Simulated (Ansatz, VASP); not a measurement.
# Cu in VASP and in Ansatz

```
CELL_PARAMETERS angstrom
2.62005 0.00000 0.00000
-1.31003 2.26903 0.00000
0.00000 0.00000 8.54957
ATOMIC_POSITIONS crystal
Cu 0.00000 0.00000 0.00000
Cu 0.00000 0.00000 0.50000
Cu 0.33333 0.66667 0.25000
Cu 0.66667 0.33333 0.75000
```

Alike in both runs: functional BLYP; k mesh 14 × 14 × 4; occupations fermi-dirac, width 0.1 eV; no spin polarisation.

Ansatz relaxed the structure, and its values are those at the end. VASP's run is a single point on that final structure, the one shown.

|  | VASP | Ansatz |
| --- | --- | --- |
| version | VASP 6.6.1 | Ansatz 0.2.0 |
| potentials or method | VASP PAW PBE potentials, release 64 (Cu), cutoff 520 eV | plane waves (420 eV) with PAW, scalar-relativistic |
| valence electrons in the cell | 44 | 76 |

|  | VASP | Ansatz | Ansatz less VASP |
| --- | --- | --- | --- |
| pressure (GPa) | 0.6 | 0.0 | -0.62 |

VASP's potentials were made for PBE, not for BLYP. With one functional, cell and mesh, what is left measures potentials, basis and numerics. VASP's potentials hold 44 valence electrons a cell and Ansatz's 76, so a difference there can come from the potentials and not from the codes.
